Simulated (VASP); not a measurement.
Wanted: the native input for a VASP 6.6.1 run.

```
Task                   : single point
Functional             : PBE
Potentials or basis    : VASP PAW PBE potentials, release 64 (Cd, Te)
Cutoff                 : 500 eV
k mesh                 : 6 × 6 × 6
Occupations            : gaussian, width 0.1 eV
Spin                   : no spin polarisation
Dipole correction      : no
Further INCAR settings : ALGO = Normal; EDIFF = 1e-06; NBANDS = 16
```

The structure of CdTe lies in POSCAR:

```
CdTe
1.0
    0.0000000000      3.2821135600      3.2821135600
    3.2821135600      0.0000000000      3.2821135600
    3.2821135600      3.2821135600      0.0000000000
Cd Te
1 1
Direct
    0.0000000000      0.0000000000      0.0000000000
    0.2500000000      0.2500000000      0.2500000000
```

One way to write it, as run:

INCAR

```
SYSTEM = CdTe
  PREC = Accurate
  ENCUT = 500
  EDIFF = 1E-6
  ISMEAR = 0
  SIGMA = 0.1
  LREAL = .FALSE.
  LASPH = .TRUE.
  NELM = 120
  ALGO = Normal
  ISIF = 2
  LWAVE = .FALSE.
  LCHARG = .FALSE.
  GGA = PE
  NBANDS = 16
  GGA_COMPAT = .FALSE.
```

KPOINTS

```
Automatic mesh
0
G
  6 6 6
  0 0 0
```

Potentials or basis: VASP PAW PBE potentials, release 64 (Cd, Te).

The run is started by

```bash
$ cat potpaw_PBE.64/Cd/POTCAR potpaw_PBE.64/Te/POTCAR > POTCAR
$ mpirun -np 1 vasp_std > vasp.out
```

Results of the run:

The pressure is 1.1 GPa and the band gap on the k mesh is 0.65 eV.

Caveat: spin-orbit coupling is left out, which moves the levels of the heavy elements.

Wall time 7.3 s on 1 thread of Intel(R) Xeon(R) 6975P-C (Granite Rapids), with other jobs on the host, peak memory 0.2 GiB.
